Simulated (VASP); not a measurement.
The system is Sc.

```
Sc
1.0
     3.15538    0.00000    0.00000
    -1.57769    2.73264    0.00000
     0.00000    0.00000    2.94831
Sc
1
Direct
  0.00000 0.00000 0.00000
```

This isn't the form of Sc at room conditions, which is hcp.

| Property | Result |
| --- | --- |
| Program | VASP 6.6.1 |
| Task | relaxation of cell and atoms |
| Functional | PBEsol |
| Potentials or basis | VASP PAW PBE potentials, release 64 (Sc_sv) |
| Cutoff | 600 eV |
| k mesh | 21 × 21 × 18 |
| Occupations | gaussian, width 0.1 eV |
| Spin | no spin polarisation |

At the start: pressure -2.4 GPa; volume 25.42 Å³/atom.

Question: Where does the relaxation end?

Answer: Over 6 steps the energy falls by 10.9 meV/atom and the volume is 24.06 Å³/atom (-5.4 %); space group P6/mmm (No. 191, to 0.1 Å) before and after.

Step by step:
| step | energy change (eV) | largest force (eV/Å) | pressure (GPa) | volume (Å³) |
| --- | --- | --- | --- | --- |
| 1 | 0.0000 | 0.0000 | -2.38 | 25.42 |
| 2 | -0.0109 | 0.0000 | 0.02 | 24.06 |
| 3 | -0.0109 | 0.0000 | -0.01 | 24.07 |
| 4 | -0.0109 | 0.0000 | -0.06 | 24.10 |
| 5 | -0.0109 | 0.0000 | -0.07 | 24.09 |
| 6 | -0.0109 | 0.0000 | -0.03 | 24.06 |

Final structure:
```cif
data_structure
_symmetry_space_group_name_H-M 'P 1'
_symmetry_Int_Tables_number 1
_cell_length_a 3.0959
_cell_length_b 3.0959
_cell_length_c 2.8986
_cell_angle_alpha 90.000
_cell_angle_beta 90.000
_cell_angle_gamma 120.000
_cell_volume 24.06
loop_
_atom_site_label
_atom_site_type_symbol
_atom_site_fract_x
_atom_site_fract_y
_atom_site_fract_z
_atom_site_occupancy
Sc1 Sc 0.00000 0.00000 0.00000 1
```

Caveat: the PAW data sets were made with another functional, which shifts forces and pressure a little.
